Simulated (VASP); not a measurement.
# TiSe (F-43m) in VASP: further runs

The runs below take TiSe through single point, with r2SCAN.

All numbers are computed with VASP 6.6.1; they aren't measurements. Logs are shortened: lines on timing, memory, paths and dates and some standing lists are left out, and cuts for length are marked.

## Step 1: The cell of the first run

Symmetry: F-43m, No. 216, cubic system. Conventional cell: a = 6.206 Å, b = 6.206 Å, c = 6.206 Å, α = 90.00°, β = 90.00°, γ = 90.00°. Ti (site symmetry -43m) has 4 Se at 2.69 Å within 3.5 Å. Se (site symmetry -43m) has 4 Ti at 2.69 Å within 3.5 Å.

## Step 2: Single point, r2SCAN, collinear spin, zero start

Input file POSCAR:

```
TiSe
1.0
    0.0000000000      3.1030036500      3.1030036500
    3.1030036500      0.0000000000      3.1030036500
    3.1030036500      3.1030036500      0.0000000000
Ti Se
1 1
Direct
    0.0000000000      0.0000000000      0.0000000000
    0.2500000000      0.2500000000      0.2500000000
```

Input file INCAR.step1:

```
PREC = Accurate
ENCUT = 550
ISMEAR = 0
SIGMA = 0.05
LREAL = False
LASPH = True
NELM = 200
ISPIN = 2
MAGMOM = 0 0
LMAXMIX = 4
NBANDS = 20
GGA = PE
ALGO = Normal
EDIFF = 1E-5
LWAVE = True
LCHARG = False
GGA_COMPAT = False
```

Input file INCAR.step2:

```
PREC = Accurate
ENCUT = 550
EDIFF = 1E-6
ISMEAR = 0
SIGMA = 0.05
LREAL = False
LASPH = True
NELM = 200
ALGO = Normal
ISIF = 2
LWAVE = False
LCHARG = False
ISPIN = 2
MAGMOM = 0 0
LORBIT = 11
LMAXMIX = 4
METAGGA = R2SCAN
LMIXTAU = True
NBANDS = 20
ISTART = 1
GGA_COMPAT = False
```

Input file KPOINTS:

```
Automatic mesh
0
Gamma
  5 5 5
```

Potentials or basis: VASP PAW PBE potentials, release 64 (Ti_sv, Se).

Started as:

```console
$ cat potpaw_PBE.64/Ti_sv/POTCAR potpaw_PBE.64/Se/POTCAR > POTCAR
$ cp INCAR.step1 INCAR
$ mpirun -np 1 vasp_std > vasp.out
$ cp INCAR.step2 INCAR
$ mpirun -np 1 vasp_std > vasp.out
```

OUTCAR:

```text
PREC = Accurate
   ENCUT = 550
   EDIFF = 1E-6
   ISMEAR = 0
   LREAL = False
   LASPH = True
   NELM = 200
   ISIF = 2
   ISPIN = 2
   LORBIT = 11
   METAGGA = R2SCAN
   ISTART = 1

 ion  position               nearest neighbor table
   1  0.000  0.000  0.000-   2 2.69   2 2.69   2 2.69   2 2.69
   2  0.250  0.250  0.250-   1 2.69   1 2.69   1 2.69   1 2.69

  LATTYP: Found a face centered cubic cell.
 ALAT       =     6.2060073000

  Lattice vectors:

 A1 = (   0.0000000000,   3.1030036500,   3.1030036500)
 A2 = (   3.1030036500,   0.0000000000,   3.1030036500)
 A3 = (   3.1030036500,   3.1030036500,   0.0000000000)

Analysis of symmetry for initial positions (statically):
=====================================================================
 Subroutine PRICEL returns:
 Original cell was already a primitive cell.

 Routine SETGRP: Setting up the symmetry group for a
 face centered cubic supercell.

 Subroutine GETGRP returns: Found 24 space group operations
 (whereof 24 operations were pure point group operations)
 out of a pool of 48 trial point group operations.

The static configuration has the point symmetry T_d .

Analysis of symmetry for dynamics (positions and initial velocities):
=====================================================================
 Subroutine PRICEL returns:
 Original cell was already a primitive cell.

 Routine SETGRP: Setting up the symmetry group for a
 face centered cubic supercell.

 Subroutine GETGRP returns: Found 24 space group operations
 (whereof 24 operations were pure point group operations)
 out of a pool of 48 trial point group operations.

The dynamic configuration has the point symmetry T_d .

Analysis of structural, dynamic, and magnetic symmetry:
=====================================================================
 Subroutine PRICEL returns:
 Original cell was already a primitive cell.

 Routine SETGRP: Setting up the symmetry group for a
 face centered cubic supercell.

 Subroutine GETGRP returns: Found 24 space group operations
 (whereof 24 operations were pure point group operations)
 out of a pool of 48 trial point group operations.

The overall configuration has the point symmetry T_d .

 Subroutine INISYM returns: Found 24 space group operations
 (whereof 24 operations are pure point group operations),
 and found     1 'primitive' translations

----------------------------------------------------------------------------------------

                                     Primitive cell

  volume of cell :      59.7554

  direct lattice vectors                    reciprocal lattice vectors
     0.000000000  3.103003650  3.103003650    -0.161134197  0.161134197  0.161134197
     3.103003650  0.000000000  3.103003650     0.161134197 -0.161134197  0.161134197
     3.103003650  3.103003650  0.000000000     0.161134197  0.161134197 -0.161134197

  length of vectors
     4.388309846  4.388309846  4.388309846     0.279092615  0.279092615  0.279092615

  position of ions in fractional coordinates (direct lattice)
     0.000000000  0.000000000  0.000000000
     0.250000000  0.250000000  0.250000000

  ion indices of the primitive-cell ions
   primitive index   ion index
                 1           1
                 2           2

----------------------------------------------------------------------------------------

 KPOINTS: Automatic mesh

Automatic generation of k-mesh.
 Grid dimensions read from file:
 generate k-points for:    5    5    5

 Generating k-lattice:

  Cartesian coordinates                     Fractional coordinates (reciprocal lattice)
    -0.032226839  0.032226839  0.032226839     0.200000000  0.000000000  0.000000000
     0.032226839 -0.032226839  0.032226839     0.000000000  0.200000000  0.000000000
     0.032226839  0.032226839 -0.032226839     0.000000000  0.000000000  0.200000000

  Length of vectors
     0.055818523  0.055818523  0.055818523

  Shift w.r.t. Gamma in fractional coordinates (k-lattice)
     0.000000000  0.000000000  0.000000000

 Subroutine IBZKPT returns following result:
 ===========================================

 Found     10 irreducible k-points:

 Following reciprocal coordinates:
            Coordinates               Weight
  0.000000  0.000000  0.000000      1.000000
  0.200000  0.000000  0.000000      8.000000
  0.400000  0.000000  0.000000      8.000000
  0.200000  0.200000  0.000000      6.000000
  0.400000  0.200000  0.000000     24.000000
 -0.400000  0.200000  0.000000     24.000000
 -0.200000  0.200000  0.000000     12.000000
  0.400000  0.400000  0.000000      6.000000
 -0.400000  0.400000  0.000000     12.000000
 -0.400000  0.400000  0.200000     24.000000
   k-points           NKPTS =     10   k-points in BZ     NKDIM =     10   number of bands    NBANDS=     20
   number of dos      NEDOS =    301   number of ions     NIONS =      2
   total plane-waves  NPLWV =  46656
   dimension x,y,z NGX =    36 NGY =   36 NGZ =   36
   dimension x,y,z NGXF=    72 NGYF=   72 NGZF=   72
   ions per type =               1   1
   NGX,Y,Z   is equivalent  to a cutoff of  13.64, 13.64, 13.64 a.u.
   NGXF,Y,Z  is equivalent  to a cutoff of  27.28, 27.28, 27.28 a.u.
 SYSTEM =  unknown system
   PREC   = accura    normal or accurate (medium, high low for compatibility)
   ISTART =      1    job   : 0-new  1-cont  2-samecut
   ICHARG =      0    charge: 1-file 2-atom 10-const
   ISPIN  =      2    spin polarized calculation?
   LNONCOLLINEAR =      F non collinear calculations
   LSORBIT =      F    spin-orbit coupling
   LASPH  =      T    aspherical Exc in radial PAW
   ENCUT  =  550.0 eV  40.42 Ry    6.36 a.u.   8.39  8.39  8.39*2*pi/ulx,y,z
   NELM   =    200;   NELMIN=  2; NELMDL=  0     # of ELM steps
   EDIFF  = 0.1E-05   stopping-criterion for ELM
   LREAL  =      F    real-space projection
   EDIFFG = 0.1E-04   stopping-criterion for IOM
   NSW    =      0    number of steps for IOM
   IBRION =     -1    ionic relax: 0-MD 1-quasi-New 2-CG
   NFREE  =      0    steps in history (QN), initial steepest desc. (CG)
   ISIF   =      2    stress and relaxation
   ISYM   =      2    0-nonsym 1-usesym 2-fastsym
   POTIM  = 0.5000    time-step for ionic-motion
   TEBEG  =    0.0;   TEEND  =   0.0 temperature during run
   PSTRESS=    0.0 pullay stress
   NELECT =      18.0000    total number of electrons
   NUPDOWN=      -1.0000    fix difference up-down
   EMIN   =  10.00;   EMAX   =-10.00  energy-range for DOS
   EFERMI =   0.00;   METHOD = LEGACY
   ISMEAR =     0;   SIGMA  =   0.05  broadening in eV -4-tet -1-fermi 0-gaus
   EFERMI_NEDOS =   21; number of points for ismear=-14 and -15
   IALGO  =     38    algorithm
   IMIX   =      4    mixing-type and parameters
     AMIX     =   0.40;   BMIX     =  1.00
     AMIX_MAG =   1.60;   BMIX_MAG =  1.00
  volume/ion in A,a.u.               =      29.88       201.62
  Fermi-wavevector in a.u.,A,eV,Ry     =   1.097421  2.073826 16.385952  1.204333
  Thomas-Fermi vector in A             =   2.233781
   LORBIT       =     11    0 simple, 1 ext, 2 COOP (PROOUT), +10 PAW based schemes
   METAGGA = R2SCAN    functional components
   LHFCALC =     F    Hartree Fock is set to
   AEXX    =    0.0000 exact exchange contribution
   IVDW    =     0    specifies the selected vdW correction
   LEPSILON=     F    determine dielectric tensor
   LRPA    =     F    only Hartree local field effects (RPA)
 spin polarized calculation
 Gauss-broadening in eV      SIGMA  =   0.05
  energy-cutoff  :      550.00
  volume of cell :       59.76
 maximum number of plane-waves:      1807
 NGX is ok and might be reduce to    36
   NGX = 17   NGY = 17   NGZ = 17

 number of electron      18.0000000 magnetization       0.0090506

 number of electron      18.0000000 magnetization      -0.0013738

 Free energy of the ion-electron system (eV)
  ---------------------------------------------------
  ext. energy  EPLUGINS =         0.00000000
  ---------------------------------------------------
  free energy    TOTEN  =       -28.18124442 eV

  energy without entropy =      -28.17569094  energy(sigma->0) =      -28.17846768

 E-fermi :   3.7620     XC(G=0):  -9.0021

 val. band max:        3.7359066315   @ k =  -0.4000   0.4000   0.2000
 cond. band min:       3.8792313300   @ k =   0.2000   0.0000   0.0000
 fundamental gap:      0.1433246985
 Fermi energy:         3.7619826717

 spin component 1

 k-point     1 :       0.0000    0.0000    0.0000
  band No.  band energies     occupation
      1     -56.6742      1.00000
      2     -31.8898      1.00000
      3     -31.8898      1.00000
      4     -31.8898      1.00000
      5     -10.8558      1.00000
      6      -0.2212      1.00000
[... 12 lines left out ...]
     19      14.2922      0.00000
     20      14.3506      0.00000
[... 185 lines left out ...]
 k-point    10 :      -0.4000    0.4000    0.2000
  band No.  band energies     occupation
      1     -56.6736      1.00000
      2     -31.8993      1.00000
      3     -31.8949      1.00000
      4     -31.8930      1.00000
      5     -10.4178      1.00000
      6      -1.1432      1.00000
[... 12 lines left out ...]
     19      14.6300      0.00000
     20      15.9894      0.00000
 Fermi energy:         3.7619826717

 spin component 2

 k-point     1 :       0.0000    0.0000    0.0000
  band No.  band energies     occupation
      1     -56.6758      1.00000
      2     -31.8915      1.00000
      3     -31.8915      1.00000
      4     -31.8915      1.00000
      5     -10.8558      1.00000
      6      -0.2215      1.00000
[... 12 lines left out ...]
     19      14.2918      0.00000
     20      14.3501      0.00000
[... 185 lines left out ...]
 k-point    10 :      -0.4000    0.4000    0.2000
  band No.  band energies     occupation
      1     -56.6752      1.00000
      2     -31.9009      1.00000
      3     -31.8966      1.00000
      4     -31.8947      1.00000
      5     -10.4177      1.00000
      6      -1.1434      1.00000
[... 12 lines left out ...]
     19      14.6295      0.00000
     20      15.9892      0.00000

------------------------ aborting loop because EDIFF is reached ----------------------------------------

  FORCE on cell =-STRESS in cart. coord.  units (eV):
  Direction    XX          YY          ZZ          XY          YZ          ZX
  --------------------------------------------------------------------------------------
  -------------------------------------------------------------------------------------
  Total       -4.2107617     -4.2107617     -4.2107617      0.0000000      0.0000000      0.0000000
  in kB     -112.9001169   -112.9001169   -112.9001169      0.0000000      0.0000000      0.0000000
  external PRESSURE =    -112.9001169 kB  Pullay stress =       0.0000000 kB

 VOLUME and BASIS-vectors are now :
 -----------------------------------------------------------------------------
  energy-cutoff  :      550.00
  volume of cell :       59.76
      direct lattice vectors                 reciprocal lattice vectors
     0.000000000  3.103003650  3.103003650    -0.161134197  0.161134197  0.161134197
     3.103003650  0.000000000  3.103003650     0.161134197 -0.161134197  0.161134197
     3.103003650  3.103003650  0.000000000     0.161134197  0.161134197 -0.161134197

 POSITION                                       TOTAL-FORCE (eV/Angst)
 -----------------------------------------------------------------------------------
      0.00000      0.00000      0.00000         0.000000      0.000000      0.000000
      1.55150      1.55150      1.55150        -0.000000     -0.000000     -0.000000
 -----------------------------------------------------------------------------------
    total drift:                                0.000000      0.000000      0.000000

  FREE ENERGIE OF THE ION-ELECTRON SYSTEM (eV)
  ---------------------------------------------------
  free  energy   TOTEN  =       -28.1812444211 eV

  energy  without entropy=      -28.1756909376  energy(sigma->0) =      -28.17846768

 total charge

# of ion       s       p       d       tot
------------------------------------------
    1        2.122   6.038   1.851  10.011
    2        1.425   2.435   0.039   3.898
--------------------------------------------------
tot          3.546   8.473   1.890  13.910

 magnetization (x)

# of ion       s       p       d       tot
------------------------------------------
    1       -0.000  -0.000  -0.003  -0.003
    2        0.000   0.000  -0.000   0.000
--------------------------------------------------
tot         -0.000   0.000  -0.003  -0.003
```

Wall time 4.8 min (1 thread of Intel Xeon 8259CL, shared host); peak memory 0.26 GiB.

Results:

```
Free energy                                           : -28.1812 eV
Pressure                                              : -11.3 GPa
Band gap on the k mesh                                : zero (filled and empty bands overlap)
Net moment                                            : 0.00 μB per cell
Valence electrons inside the program's atomic spheres : Ti 10.01; Se 3.90
```

Levels at points of the mesh, in eV from the Fermi level:
Spin up:
| k point | band 7 | band 8 | band 9 | band 10 | band 11 | band 12 |
| --- | --- | --- | --- | --- | --- | --- |
| (0.00, 0.00, 0.00) | -3.98 | -3.98 | 0.17 | 0.17 | 0.50 | 2.25 |
Spin down:
| k point | band 6 | band 7 | band 8 | band 9 | band 10 | band 11 | band 12 | band 13 |
| --- | --- | --- | --- | --- | --- | --- | --- | --- |
| (0.00, 0.00, 0.00) | -3.98 | -3.98 | -3.98 | 0.17 | 0.17 | 0.50 | 2.24 | 2.24 |

Caveat: the cell stands under tension; the PAW data sets were made with another functional, which shifts forces and pressure a little.

## Step 3: Single point, r2SCAN, collinear spin

POSCAR is that of step 2.

Input file INCAR.step1:

```
PREC = Accurate
ENCUT = 550
ISMEAR = 0
SIGMA = 0.05
LREAL = F
LASPH = T
NELM = 200
ISPIN = 2
MAGMOM = 2 0
LMAXMIX = 4
NBANDS = 20
GGA = PE
ALGO = Normal
EDIFF = 1E-5
LWAVE = T
LCHARG = F
GGA_COMPAT = F
```

Input file INCAR.step2:

```
PREC = Accurate
ENCUT = 550
EDIFF = 1E-6
ISMEAR = 0
SIGMA = 0.05
LREAL = F
LASPH = T
NELM = 200
ALGO = Normal
ISIF = 2
LWAVE = F
LCHARG = F
ISPIN = 2
MAGMOM = 2 0
LORBIT = 11
LMAXMIX = 4
METAGGA = R2SCAN
LMIXTAU = T
NBANDS = 20
ISTART = 1
GGA_COMPAT = F
```

Input file KPOINTS:

```
regular mesh
0
Gamma
  5 5 5
```

Potentials or basis: VASP PAW PBE potentials, release 64 (Ti_sv, Se).

Started as:

```console
$ cat potpaw_PBE.64/Ti_sv/POTCAR potpaw_PBE.64/Se/POTCAR > POTCAR
$ cp INCAR.step1 INCAR
$ mpirun -np 1 vasp_std > vasp.out
$ cp INCAR.step2 INCAR
$ mpirun -np 1 vasp_std > vasp.out
```

It took 5 min on 1 thread of Intel Xeon 8259CL, shared host; peak memory 0.26 GiB.

The run converged. Its results:

- Free energy: -28.8406 eV
- Pressure: -4.4 GPa
- Band gap on the k mesh: 0.15 eV (least direct gap 0.17 eV)
- Net moment: 2.00 μB per cell
- Site moments: Ti +1.67; Se -0.06 μB
- Valence electrons inside the program's atomic spheres: Ti 10.13; Se 3.94

Levels at points of the mesh, in eV from the valence-band top:
Spin up:
```csv
k point,band 8,band 9,band 10,band 11,band 12,band 13
"(0.00, 0.00, 0.00)",-3.26,-0.36,-0.36,0.77,3.26,3.26
```
Spin down:
| k point | band 5 | band 6 | band 7 | band 8 | band 9 | band 10 | band 11 | band 12 |
| --- | --- | --- | --- | --- | --- | --- | --- | --- |
| (0.00, 0.00, 0.00) | -13.96 | -3.09 | -3.09 | -3.09 | 1.47 | 2.73 | 2.73 | 4.10 |

Caveat: the cell stands under tension; the PAW data sets were made with another functional, which shifts forces and pressure a little; an odd mesh through Γ misses points on the zone boundary, where band edges can lie.

(Continued in part 2 of 2.)

The gap in the log of VASP goes by the Fermi energy; the results here count the filled bands.